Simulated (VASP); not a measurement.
# AlN (F-43m) in VASP: further runs, part 2 of 2

VASP 6.6.1. The steps go on from the part before.

## Step 4: Relaxation of cell and atoms, PBE

File INCAR:

```
PREC = Accurate ; ENCUT = 600
EDIFF = 1E-6 ; ISMEAR = 0
SIGMA = 0.01 ; LREAL = False
LASPH = True ; NELM = 80
ALGO = Normal ; ISIF = 3
LWAVE = False ; LCHARG = False
GGA = PE ; IBRION = 2
NSW = 80 ; EDIFFG = -0.03
```

File KPOINTS:

```
Automatic mesh
0
Gamma
  8 8 8
```

File POSCAR:

```
AlN
1.0
    0.0000000000      2.1839935600      2.1839935600
    2.1839935600      0.0000000000      2.1839935600
    2.1839935600      2.1839935600      0.0000000000
Al N
1 1
Direct
    0.0000000000      0.0000000000      0.0000000000
    0.7500000000      0.7500000000      0.7500000000
```

Started as:

```sh
$ cat potpaw_PBE.64/Al/POTCAR potpaw_PBE.64/N/POTCAR > POTCAR
$ mpirun -np 1 vasp_std > vasp.out
```

It took 28 s on 1 thread of Intel Xeon Platinum 8259CL at 2.50GHz (Skylake/Cascade Lake), shared host; peak memory 0.15 GiB.

Results (log left out):

```
Free energy                            : -14.8482 eV
Relaxed volume                         : 10.65 Å³/atom
Relaxed cell                           : a = 3.112 Å, b = 3.112 Å, c = 3.112 Å, α = 60.00°, β = 60.00°, γ = 60.00°
Space group after relaxing (to 0.05 Å) : F-43m (No. 216)
Energy gained by relaxing              : 3.2 meV/atom
Ionic steps                            : 3
Pressure after relaxing                : 0.0 GPa
Band gap on the k mesh                 : 3.31 eV, indirect (least direct gap 4.00 eV)
```

Step by step:
| step | energy change (eV) | largest force (eV/Å) | pressure (GPa) | volume (Å³) |
| --- | --- | --- | --- | --- |
| 1 | 0.0000 | 0.0000 | 4.47 | 20.83 |
| 2 | -0.0014 | 0.0000 | -3.68 | 21.72 |
| 3 | -0.0064 | 0.0000 | 0.00 | 21.30 |

Final structure:
```xyz
2
Lattice="0.0000 2.2002 2.2002 2.2002 0.0000 2.2002 2.2002 2.2002 0.0000" Properties=species:S:1:pos:R:3 pbc="T T T"
Al    0.0000    0.0000    0.0000
N     3.3003    3.3003    3.3003
```

Levels at points of the mesh, in eV from the valence-band top:
```csv
k point,band 1,band 2,band 3,band 4,band 5,band 6,band 7,band 8
"(0.00, 0.00, 0.00)",-14.85,0.00,0.00,0.00,4.00,12.34,12.34,12.34
"(0.50, 0.00, 0.00)",-12.87,-5.76,-0.48,-0.48,7.18,9.71,11.01,11.01
"(0.50, 0.50, 0.00)",-12.26,-4.84,-1.75,-1.75,3.31,8.48,13.66,15.46
```

A k mesh can miss the band edges. A hybrid or GW would open this gap; PBE tends to underestimate it.

## Step 5: Relaxation of cell and atoms, PBE, target pressure 5 GPa, at which the enthalpy is minimised

File INCAR:

```
PREC = Accurate ; ENCUT = 600
EDIFF = 1E-7 ; ISMEAR = 0
SIGMA = 0.01 ; LREAL = False
LASPH = True ; NELM = 80
ALGO = Normal ; ISIF = 3
LWAVE = False ; LCHARG = False
GGA = PE ; IBRION = 2
NSW = 80 ; EDIFFG = -0.03
PSTRESS = 50.0
```

File KPOINTS:

```
regular mesh
0
Gamma
  8 8 8
```

POSCAR is that of step 4.

Started as:

```sh
$ cat potpaw_PBE.64/Al/POTCAR potpaw_PBE.64/N/POTCAR > POTCAR
$ mpirun -np 1 vasp_std > vasp.out
```

It took 29 s on 1 thread of Intel Xeon Platinum 8259CL at 2.50GHz (Skylake/Cascade Lake), shared host; peak memory 0.15 GiB.

The run converged. Its results:

| Property | Result |
| --- | --- |
| Free energy | -14.8403 eV |
| Relaxed volume | 10.39 Å³/atom |
| Relaxed cell | a = 3.086 Å, b = 3.086 Å, c = 3.086 Å, α = 60.00°, β = 60.00°, γ = 60.00° |
| Space group after relaxing (to 0.05 Å) | F-43m (No. 216) |
| Energy change on relaxing (the enthalpy is what falls) | +0.8 meV/atom |
| Ionic steps | 3 |
| Pressure after relaxing | 5.0 GPa |
| Band gap on the k mesh | 3.32 eV, indirect (least direct gap 4.22 eV) |

The path:
```csv
step,energy change (eV),largest force (eV/Å),pressure (GPa),volume (Å³)
1,0.0000,0.0000,4.48,20.83
2,0.0032,0.0000,5.53,20.73
3,0.0015,0.0000,5.01,20.78
```

Final structure:
```
Al N
1.0
     0.00000    2.18217    2.18217
     2.18217    0.00000    2.18217
     2.18217    2.18217    0.00000
Al N
1 1
Direct
  0.00000 0.00000 0.00000
  0.75000 0.75000 0.75000
```

Levels at points of the mesh, in eV from the valence-band top:
| k point | band 2 | band 3 | band 4 | band 5 | band 6 | band 7 |
| --- | --- | --- | --- | --- | --- | --- |
| (0.00, 0.00, 0.00) | 0.00 | 0.00 | 0.00 | 4.22 | 12.59 | 12.59 |
| (0.50, 0.00, 0.00) | -5.86 | -0.48 | -0.48 | 7.40 | 9.88 | 11.16 |
| (0.50, 0.50, 0.00) | -4.91 | -1.78 | -1.78 | 3.32 | 8.63 | 13.99 |

Caveat: the cell is relaxed towards a set pressure, so the enthalpy falls and the energy may rise. A k mesh can miss the band edges.

## Step 6: Relaxation of cell and atoms, PBE, target pressure 10 GPa, at which the enthalpy is minimised

File INCAR:

```
PREC = Accurate
ENCUT = 600
EDIFF = 1E-6
ISMEAR = 0
SIGMA = 0.01
LREAL = F
LASPH = T
NELM = 100
ALGO = Normal
ISIF = 3
LWAVE = F
LCHARG = F
GGA = PE
IBRION = 2
NSW = 80
EDIFFG = -0.03
PSTRESS = 100.0
```

KPOINTS is that of step 5.

POSCAR is that of step 5.

Potentials or basis: VASP PAW PBE potentials, release 64 (Al, N).

Started as:

```sh
$ cat potpaw_PBE.64/Al/POTCAR potpaw_PBE.64/N/POTCAR > POTCAR
$ mpirun -np 1 vasp_std > vasp.out
```

Wall time 22 s (1 thread of Intel Xeon Platinum 8259CL at 2.50GHz (Skylake/Cascade Lake), shared host); peak memory 0.15 GiB.

It converged, with:

| Property | Result |
| --- | --- |
| Free energy | -14.8190 eV |
| Relaxed volume | 10.16 Å³/atom |
| Relaxed cell | a = 3.063 Å, b = 3.063 Å, c = 3.063 Å, α = 60.00°, β = 60.00°, γ = 60.00° |
| Space group after relaxing (to 0.05 Å) | F-43m (No. 216) |
| Energy change on relaxing (the enthalpy is what falls) | +11.4 meV/atom |
| Ionic steps | 3 |
| Pressure after relaxing | 10.0 GPa |
| Band gap on the k mesh | 3.33 eV, indirect (least direct gap 4.42 eV) |

Step by step:
```csv
step,energy change (eV),largest force (eV/Å),pressure (GPa),volume (Å³)
1,0.0000,0.0000,4.47,20.83
2,0.0688,0.0000,16.78,19.77
3,0.0229,0.0000,9.97,20.32
```

Final structure:
```
CELL_PARAMETERS angstrom
0.00000 2.16598 2.16598
2.16598 0.00000 2.16598
2.16598 2.16598 0.00000
ATOMIC_POSITIONS crystal
Al 0.00000 0.00000 0.00000
N 0.75000 0.75000 0.75000
```

Levels at points of the mesh, in eV from the valence-band top:
| k point | band 1 | band 2 | band 3 | band 4 | band 5 | band 6 | band 7 | band 8 |
| --- | --- | --- | --- | --- | --- | --- | --- | --- |
| (0.00, 0.00, 0.00) | -15.13 | 0.00 | 0.00 | 0.00 | 4.42 | 12.81 | 12.81 | 12.81 |
| (0.50, 0.00, 0.00) | -13.00 | -5.96 | -0.48 | -0.48 | 7.61 | 10.04 | 11.30 | 11.30 |
| (0.50, 0.50, 0.00) | -12.35 | -4.98 | -1.80 | -1.80 | 3.33 | 8.77 | 14.30 | 16.05 |

Caveat: the cell is relaxed towards a set pressure, so the enthalpy falls and the energy may rise. A k mesh can miss the band edges.

## Step 7: Relaxation of cell and atoms, PBE, target pressure 20 GPa, at which the enthalpy is minimised

File INCAR:

```
SYSTEM = AlN
PREC     = Accurate       ! precision mode
ENCUT    = 600            ! plane-wave cutoff, eV
EDIFF    = 1E-6           ! SCF threshold, eV
ISMEAR   = 0              ! smearing method
SIGMA    = 0.01           ! smearing width, eV
LREAL    = .FALSE.        ! projectors in reciprocal space
LASPH    = .TRUE.         ! aspherical terms in the spheres
NELM     = 60             ! most SCF steps
ALGO     = Normal         ! electronic algorithm
ISIF     = 3              ! what is computed and relaxed
LWAVE    = .FALSE.        ! write WAVECAR
LCHARG   = .FALSE.        ! write CHGCAR
GGA      = PE             ! functional
IBRION   = 2              ! ionic algorithm
NSW      = 80             ! ionic steps
EDIFFG   = -0.03          ! ionic threshold
PSTRESS  = 200.0
```

File KPOINTS:

```
Automatic mesh
0
G
  8 8 8
  0 0 0
```

POSCAR is that of step 6.

Started as:

```sh
$ cat potpaw_PBE.64/Al/POTCAR potpaw_PBE.64/N/POTCAR > POTCAR
$ mpirun -np 1 vasp_std > vasp.out
```

Wall time 21 s (1 thread of Intel Xeon Platinum 8259CL at 2.50GHz (Skylake/Cascade Lake), shared host); peak memory 0.15 GiB.

It converged, with:

* Free energy: -14.7482 eV
* Relaxed volume: 9.78 Å³/atom
* Relaxed cell: a = 3.024 Å, b = 3.024 Å, c = 3.024 Å, α = 60.00°, β = 60.00°, γ = 60.00°
* Space group after relaxing (to 0.05 Å): F-43m (No. 216)
* Energy change on relaxing (the enthalpy is what falls): +46.8 meV/atom
* Ionic steps: 3
* Pressure after relaxing: 19.7 GPa
* Band gap on the k mesh: 3.35 eV, indirect (least direct gap 4.77 eV)

Step by step:
| step | energy change (eV) | largest force (eV/Å) | pressure (GPa) | volume (Å³) |
| --- | --- | --- | --- | --- |
| 1 | 0.0000 | 0.0000 | 4.47 | 20.83 |
| 2 | 0.4194 | 0.0000 | 46.80 | 17.94 |
| 3 | 0.0936 | 0.0000 | 19.67 | 19.55 |

Final structure:
```cif
data_structure
_symmetry_space_group_name_H-M 'P 1'
_symmetry_Int_Tables_number 1
_cell_length_a 3.0239
_cell_length_b 3.0239
_cell_length_c 3.0239
_cell_angle_alpha 60.000
_cell_angle_beta 60.000
_cell_angle_gamma 60.000
_cell_volume 19.55
loop_
_atom_site_label
_atom_site_type_symbol
_atom_site_fract_x
_atom_site_fract_y
_atom_site_fract_z
_atom_site_occupancy
Al1 Al 0.00000 0.00000 0.00000 1
N1 N 0.75000 0.75000 0.75000 1
```

Levels at points of the mesh, in eV from the valence-band top:
```csv
k point,band 2,band 3,band 4,band 5,band 6,band 7
"(0.00, 0.00, 0.00)",0.00,0.00,0.00,4.77,13.20,13.20
"(0.50, 0.00, 0.00)",-6.13,-0.49,-0.49,7.97,10.31,11.55
"(0.50, 0.50, 0.00)",-5.10,-1.84,-1.84,3.35,9.00,14.85
```

Caveat: the cell is relaxed towards a set pressure, so the enthalpy falls and the energy may rise.

## Step 8: Summary

| task | cell | cutoff (eV) | gap on the mesh (eV) | pressure (GPa) |
| --- | --- | --- | --- | --- |
| single point | a = 3.088 Å, angles 60.0°, 2 atoms | 520 | 3.32 | 4.7 |
| single point | a = 3.065 Å, angles 60.0°, 2 atoms | 520 | 3.33 | 9.7 |
| relaxation of cell and atoms | relaxed from a = 3.089 Å, angles 60.0°, 2 atoms | 600 | 3.31 | 0.0 |
| relaxation of cell and atoms | relaxed to 5 GPa from a = 3.089 Å, angles 60.0°, 2 atoms | 600 | 3.32 | 5.0 |
| relaxation of cell and atoms | relaxed to 10 GPa from a = 3.089 Å, angles 60.0°, 2 atoms | 600 | 3.33 | 10.0 |
| relaxation of cell and atoms | relaxed to 20 GPa from a = 3.089 Å, angles 60.0°, 2 atoms | 600 | 3.35 | 19.7 |

Alike in all rows: level PBE; potentials or basis VASP PAW PBE potentials, release 64 (Al, N); no spin polarisation; k mesh 8 × 8 × 8; smearing gaussian 0.01 eV.

Caveats: the cell is relaxed towards a set pressure, so the enthalpy falls and the energy may rise (some runs).

Total energies depend on the potentials used, so only differences within one code and one set of settings carry meaning.
